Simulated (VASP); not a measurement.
# K2RbAuCl6 (Fm-3m) in VASP: single point with PBE

Aim: the single point of K2RbAuCl6 with PBE.

Program: VASP 6.6.1. These are calculated values, not measurements. Logs are shortened: lines on timing, memory, paths and dates and some standing lists are left out, and cuts for length are marked.

### Step 1. The cell of the first run

It takes space group Fm-3m (No. 225, cubic). Conventional cell: a = 11.367 Å, b = 11.367 Å, c = 11.367 Å, α = 90.00°, β = 90.00°, γ = 90.00°. Within 5.3 Å of K (site symmetry -43m) lie 12 Cl at 4.05 Å and 4 Au at 4.92 Å and 4 Rb at 4.92 Å. Within 4.4 Å of Rb (site symmetry m-3m) lie 6 Cl at 3.32 Å. Within 3.1 Å of Au (site symmetry m-3m) lie 6 Cl at 2.36 Å. Cl (site symmetry 4mm) has 1 Au at 2.36 Å within 3.1 Å.

### Step 2. Single point, PBE, collinear spin (strained)

INCAR reads:

```
  PREC = Accurate
  ENCUT = 520
  EDIFF = 1E-6
  ISMEAR = 0
  SIGMA = 0.05
  LREAL = False
  LASPH = True
  NELM = 150
  ALGO = Normal
  ISIF = 2
  LWAVE = False
  LCHARG = False
  ISPIN = 2
  MAGMOM = 0 0 0 -1 0 0 0 0 0 0
  LORBIT = 11
  LMAXMIX = 4
  GGA = PE
  NBANDS = 55
  KPAR = 4
```

KPOINTS reads:

```
Automatic mesh
0
Gamma
  6 6 6
```

POSCAR reads:

```
K2RbAuCl6
1.0
    0.0000000000      5.6833584776      5.6833584776
    5.6833584776      0.0000000000      5.6833584776
    5.6833584776      5.6833584776      0.0000000000
K Rb Au Cl
2 1 1 6
Direct
    0.7500000000      0.7500000000      0.7500000000
    0.2500000000      0.2500000000      0.2500000000
    0.5000000000      0.5000000000      0.5000000000
    0.0000000000      0.0000000000      0.0000000000
    0.7921684238      0.2078315762      0.2078315762
    0.2078315762      0.2078315762      0.7921684238
    0.2078315762      0.7921684238      0.7921684238
    0.2078315762      0.7921684238      0.2078315762
    0.7921684238      0.2078315762      0.7921684238
    0.7921684238      0.7921684238      0.2078315762
```

Potentials or basis: VASP PAW PBE potentials, release 64 (K_sv, Rb_sv, Au, Cl).

Command:

```
> cat potpaw_PBE.64/K_sv/POTCAR potpaw_PBE.64/Rb_sv/POTCAR potpaw_PBE.64/Au/POTCAR potpaw_PBE.64/Cl/POTCAR > POTCAR
> mpirun -np 4 vasp_std > vasp.out
```

OUTCAR:

```text
PREC = Accurate
   ENCUT = 520
   EDIFF = 1E-6
   ISMEAR = 0
   LREAL = False
   LASPH = True
   NELM = 150
   ISIF = 2
   ISPIN = 2
   LORBIT = 11
   GGA = PE

 ion  position               nearest neighbor table
   1  0.750  0.750  0.750-
   2  0.250  0.250  0.250-
   3  0.500  0.500  0.500-   5 3.32   6 3.32   7 3.32   8 3.32   9 3.32  10 3.32
   4  0.000  0.000  0.000-   5 2.36   6 2.36   7 2.36   8 2.36   9 2.36  10 2.36
   5  0.792  0.208  0.208-   4 2.36   3 3.32
   6  0.208  0.208  0.792-   4 2.36   3 3.32
   7  0.208  0.792  0.792-   4 2.36   3 3.32
   8  0.208  0.792  0.208-   4 2.36   3 3.32
   9  0.792  0.208  0.792-   4 2.36   3 3.32
  10  0.792  0.792  0.208-   4 2.36   3 3.32

  LATTYP: Found a face centered cubic cell.
 ALAT       =    11.3667169552

  Lattice vectors:

 A1 = (   0.0000000000,   5.6833584776,   5.6833584776)
 A2 = (   5.6833584776,   0.0000000000,   5.6833584776)
 A3 = (   5.6833584776,   5.6833584776,   0.0000000000)

Analysis of symmetry for initial positions (statically):
=====================================================================
 Subroutine PRICEL returns:
 Original cell was already a primitive cell.

 Routine SETGRP: Setting up the symmetry group for a
 face centered cubic supercell.

 Subroutine GETGRP returns: Found 48 space group operations
 (whereof 48 operations were pure point group operations)
 out of a pool of 48 trial point group operations.

The static configuration has the point symmetry O_h .

Analysis of symmetry for dynamics (positions and initial velocities):
=====================================================================
 Subroutine PRICEL returns:
 Original cell was already a primitive cell.

 Routine SETGRP: Setting up the symmetry group for a
 face centered cubic supercell.

 Subroutine GETGRP returns: Found 48 space group operations
 (whereof 48 operations were pure point group operations)
 out of a pool of 48 trial point group operations.

The dynamic configuration has the point symmetry O_h .

Analysis of structural, dynamic, and magnetic symmetry:
=====================================================================
 Subroutine PRICEL returns:
 Original cell was already a primitive cell.

[... 156 lines left out ...]
  ext. energy  EPLUGINS =         0.00000000
  ---------------------------------------------------
  free energy    TOTEN  =       -27.85992014 eV

  energy without entropy =      -27.85990480  energy(sigma->0) =      -27.85991247

 E-fermi :   0.4099     XC(G=0):  -6.9365

 val. band max:        0.2909540449   @ k =   0.5000   0.0000   0.0000
 cond. band min:       0.5017700153   @ k =   0.5000   0.5000   0.0000
 fundamental gap:      0.2108159705
 Fermi energy:         0.4098733777

 spin component 1

 k-point     1 :       0.0000    0.0000    0.0000
  band No.  band energies     occupation
      1     -30.5308      1.00000
      2     -30.5306      1.00000
      3     -26.2663      1.00000
      4     -14.9139      1.00000
      5     -14.2314      1.00000
      6     -14.2314      1.00000
[... 869 lines left out ...]
     51       6.3731      0.00000
     52       6.5590      0.00000
 Fermi energy:         0.4098733777

 spin component 2

 k-point     1 :       0.0000    0.0000    0.0000
  band No.  band energies     occupation
      1     -30.5307      1.00000
      2     -30.5305      1.00000
      3     -26.2865      1.00000
      4     -15.1102      1.00000
      5     -14.4489      1.00000
      6     -14.4489      1.00000
[... 869 lines left out ...]
     51       6.3222      0.00000
     52       6.5539      0.00000
 [bands above 52 left out]

------------------------ aborting loop because EDIFF is reached ----------------------------------------

  FORCE on cell =-STRESS in cart. coord.  units (eV):
  Direction    XX          YY          ZZ          XY          YZ          ZX
  --------------------------------------------------------------------------------------
  -------------------------------------------------------------------------------------
  Total        5.0382057      5.0382057      5.0382057     -0.0000000      0.0000000      0.0000000
  in kB       21.9857524     21.9857524     21.9857524     -0.0000000      0.0000000      0.0000000
  external PRESSURE =      21.9857524 kB  Pullay stress =       0.0000000 kB

 VOLUME and BASIS-vectors are now :
 -----------------------------------------------------------------------------
  energy-cutoff  :      520.00
  volume of cell :      367.15
      direct lattice vectors                 reciprocal lattice vectors
     0.000000000  5.683358478  5.683358478    -0.087976150  0.087976150  0.087976150
     5.683358478  0.000000000  5.683358478     0.087976150 -0.087976150  0.087976150
     5.683358478  5.683358478  0.000000000     0.087976150  0.087976150 -0.087976150

 POSITION                                       TOTAL-FORCE (eV/Angst)
 -----------------------------------------------------------------------------------
      8.52504      8.52504      8.52504         0.000000      0.000000      0.000000
      2.84168      2.84168      2.84168        -0.000000     -0.000000      0.000000
      5.68336      5.68336      5.68336         0.000000     -0.000000      0.000000
      0.00000      0.00000      0.00000         0.000000      0.000000      0.000000
      2.36236      5.68336      5.68336         1.924337      0.000000      0.000000
      5.68336      5.68336      2.36236         0.000000      0.000000      1.924337
      9.00435      5.68336      5.68336        -1.924337      0.000000      0.000000
      5.68336      2.36236      5.68336         0.000000      1.924337      0.000000
      5.68336      9.00435      5.68336         0.000000     -1.924337      0.000000
      5.68336      5.68336      9.00435         0.000000      0.000000     -1.924337
 -----------------------------------------------------------------------------------
    total drift:                               -0.000000     -0.000000      0.000000

  FREE ENERGIE OF THE ION-ELECTRON SYSTEM (eV)
  ---------------------------------------------------
  free  energy   TOTEN  =       -27.8599201367 eV

  energy  without entropy=      -27.8599047982  energy(sigma->0) =      -27.85991247

 total charge

# of ion       s       p       d       tot
------------------------------------------
    1        1.946   5.568   0.004   7.518
    2        1.946   5.568   0.004   7.518
    3        1.937   5.350   0.020   7.308
    4        0.537   0.522   8.621   9.681
    5        1.600   3.518   0.000   5.117
    6        1.600   3.518   0.000   5.117
    7        1.600   3.518   0.000   5.117
    8        1.600   3.518   0.000   5.117
    9        1.600   3.518   0.000   5.117
   10        1.600   3.518   0.000   5.117
--------------------------------------------------
tot         15.965  38.115   8.649  62.729

 magnetization (x)

# of ion       s       p       d       tot
------------------------------------------
    1        0.000  -0.000  -0.000   0.000
    2        0.000  -0.000  -0.000   0.000
    3       -0.004  -0.010  -0.006  -0.020
    4        0.007   0.009  -0.753  -0.737
    5       -0.009  -0.137   0.000  -0.146
    6       -0.009  -0.137   0.000  -0.146
    7       -0.009  -0.137   0.000  -0.146
    8       -0.009  -0.137   0.000  -0.146
    9       -0.009  -0.137   0.000  -0.146
   10       -0.009  -0.137   0.000  -0.146
--------------------------------------------------
tot         -0.052  -0.824  -0.759  -1.635
```

It took 4.8 min on 4 MPI ranks of Intel Xeon Platinum 8259CL at 2.50GHz (Skylake/Cascade Lake), shared host; peak memory 1 GiB.

What came out:

```
Free energy                                           : -27.8599 eV
Pressure                                              : 2.2 GPa
Largest force                                         : 1.924 eV/Å
Band gap on the k mesh                                : 0.21 eV (least direct gap 0.31 eV)
Net moment                                            : -2.00 μB per cell
Site moments                                          : K +0.00; Rb -0.02; Au -0.74; Cl -0.15 μB
Valence electrons inside the program's atomic spheres : K 7.52; Rb 7.31; Au 9.68; Cl 5.12
```

Forces in eV/Å, atoms in the order of the input:
```
K    0.000  0.000  0.000
K    0.000  0.000  0.000
Rb   0.000  0.000  0.000
Au   0.000  0.000  0.000
Cl   1.924  0.000  0.000
Cl   0.000  0.000  1.924
Cl  -1.924  0.000  0.000
Cl   0.000  1.924  0.000
Cl   0.000 -1.924  0.000
Cl   0.000  0.000 -1.924
```

Levels at points of the mesh, in eV from the valence-band top:
Spin up:
| k point | band 37 | band 38 | band 39 | band 40 | band 41 | band 42 |
| --- | --- | --- | --- | --- | --- | --- |
| (0.00, 0.00, 0.00) | -1.69 | -1.69 | -1.69 | 0.53 | 0.53 | 2.34 |
| (0.50, 0.00, 0.00) | -1.80 | -1.80 | -1.76 | 0.62 | 0.62 | 3.60 |
| (0.50, 0.50, 0.00) | -1.90 | -1.90 | -1.70 | 0.21 | 0.53 | 3.87 |
Spin down:
| k point | band 37 | band 38 | band 39 | band 40 | band 41 | band 42 | band 43 | band 44 | band 45 | band 46 |
| --- | --- | --- | --- | --- | --- | --- | --- | --- | --- | --- |
| (0.00, 0.00, 0.00) | -1.78 | -1.78 | -1.78 | -0.09 | -0.09 | 2.30 | 4.08 | 4.20 | 5.05 | 5.05 |
| (0.50, 0.00, 0.00) | -1.89 | -1.89 | -1.85 | 0.00 | 0.00 | 3.58 | 3.67 | 4.72 | 5.02 | 5.34 |
| (0.50, 0.50, 0.00) | -1.99 | -1.99 | -1.79 | -0.38 | -0.10 | 3.84 | 4.13 | 4.28 | 4.88 | 5.37 |

Caveat: the cell differs from its parent crystal (strained); spin-orbit coupling is left out, which moves the levels of the heavy elements; forces of over 1 eV/Å act on the atoms, so gaps and moduli don't describe the material at rest. A k mesh can miss the band edges.
